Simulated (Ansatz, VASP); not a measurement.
One calculation of C, two programs

```
CELL_PARAMETERS angstrom
0.00000 1.78340 1.78340
1.78340 0.00000 1.78340
1.78340 1.78340 0.00000
ATOMIC_POSITIONS crystal
C 0.50000 0.50000 0.50000
C 0.75000 0.75000 0.75000
```

Alike in both runs: task single point; functional LDA; k mesh 12 × 12 × 12; occupations gaussian, width 0.02 eV; no spin polarisation.

|  | VASP | Ansatz |
| --- | --- | --- |
| version | VASP 6.6.1 | Ansatz 0.2.0 |
| potentials or method | VASP PAW LDA potentials, release 64 (C), cutoff 520 eV | scalar-relativistic, plane waves, PAW |
| valence electrons in the cell | 8 | 8 |

Ansatz gave:

| Item | Value |
| --- | --- |
| gap on the k mesh at the Fermi level (eV) | 4.13 |
| least direct gap on the mesh (eV) | 5.54 |
| pressure (GPa) | -13.2 |

**Question.** What did VASP give for the same quantities?

**Answer.** gap on the k mesh at the Fermi level (eV): 4.12; least direct gap on the mesh (eV): 5.54; pressure (GPa): -11.7.

Ansatz warns that its potentials were made for another functional, while VASP's fit it. LDA's correlation is that of Perdew and Zunger in VASP and of Perdew and Wang (1992) in Ansatz.
